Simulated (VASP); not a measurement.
HfBr:

```xyz
2
Lattice="3.1993 0.0000 0.0000 0.0000 3.1993 0.0000 0.0000 0.0000 4.0578" Properties=species:S:1:pos:R:3 pbc="T T T"
Hf    0.0000    0.0000    0.0000
Br    1.5997    1.5997    2.0289
```

The cell was generated, and may not be a known phase.

| Property | Result |
| --- | --- |
| Program | VASP 6.6.1 |
| Task | relaxation of cell and atoms |
| Functional | PBE |
| Potentials or basis | VASP PAW PBE potentials, release 64 (Hf_pv, Br) |
| Cutoff | 600 eV |
| k mesh | 18 × 18 × 14 |
| Occupations | gaussian, width 0.1 eV |
| Spin | no spin polarisation |

At the start: pressure -0.1 GPa; volume 20.77 Å³/atom.

Q: How do energy, volume and symmetry change on relaxing?

A: Over 7 steps the energy falls by 5.1 meV/atom and the volume is 20.41 Å³/atom (-1.7 %); space group P4/mmm (No. 123, to 0.1 Å) before and after.

Step by step:
```csv
step,energy change (eV),largest force (eV/Å),pressure (GPa),volume (Å³)
1,0.0000,0.0000,-0.09,41.54
2,-0.0029,0.0000,-0.19,41.46
3,-0.0091,0.0000,-0.39,41.22
4,-0.0023,0.0000,-0.22,40.65
5,-0.0097,0.0000,-0.46,41.09
6,-0.0091,0.0000,0.73,40.38
7,-0.0101,0.0000,-0.03,40.82
```

Final structure:
```
Hf Br
1.0
     3.24463    0.00000    0.00000
     0.00000    3.24463    0.00000
     0.00000    0.00000    3.87769
Hf Br
1 1
Direct
  0.00000 0.00000 0.00000
  0.50000 0.50000 0.50000
```

Caveat: an odd number of electrons without spin polarisation forces a metal; a magnetic or distorted state may lie lower.
